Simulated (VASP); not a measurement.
Write the native input for VASP 6.6.1 that does the following.

```
Task                   : single point
Functional             : PBE
Potentials or basis    : VASP PAW PBE potentials, release 64 (C)
Cutoff                 : 520 eV
k mesh                 : 8 × 8 × 6
Occupations            : gaussian, width 0.1 eV
Spin                   : no spin polarisation
Dipole correction      : no
Further INCAR settings : ALGO = Normal; EDIFF = 1e-06; NBANDS = 13
```

The structure of C lies in POSCAR:

```
C
1.0
    1.4084837219     -2.5890491932      0.0000000000
    1.4084837219      2.5890491932      0.0000000000
    0.0000000000      0.0000000000      2.6386440106
C
3
Direct
    0.0000000000      0.5000000000      0.0000000000
    0.5000000000      0.0000000000      0.0000000000
    0.5000000000      0.5000000000      0.5000000000
```

The cell was built from a structure type or drawn by symmetry, and may not be a known phase.

These files were run (other wordings do the same):

INCAR

```
SYSTEM = C
  ALGO = Normal
  EDIFF = 1E-6
  ENCUT = 520
  GGA = PE
  ISIF = 2
  ISMEAR = 0
  LASPH = .True.
  LCHARG = .True.
  LELF = .True.
  LREAL = .False.
  LVHAR = .True.
  LWAVE = .False.
  NBANDS = 13
  NELM = 100
  PREC = Accurate
  SIGMA = 0.1
```

KPOINTS

```
k-points
0
Gamma
  8 8 6
  0 0 0
```

Potentials or basis: VASP PAW PBE potentials, release 64 (C).

The run is started by

```bash
$ cat potpaw_PBE.64/C/POTCAR > POTCAR
$ mpirun -np 1 vasp_std > vasp.out
```

Results of the run:

| Item | Value |
| --- | --- |
| Pressure | 0.2 GPa |
| Band gap on the k mesh | zero (bands 6 and 7 overlap by 2.77 eV) |

Caveat: the k points lie up to 0.40 Å⁻¹ apart, too coarse for converged energies and pressures of a metal.

It took 15 s on 1 thread of Intel Xeon 8259CL, with other jobs on the host, peak memory 0.14 GiB.
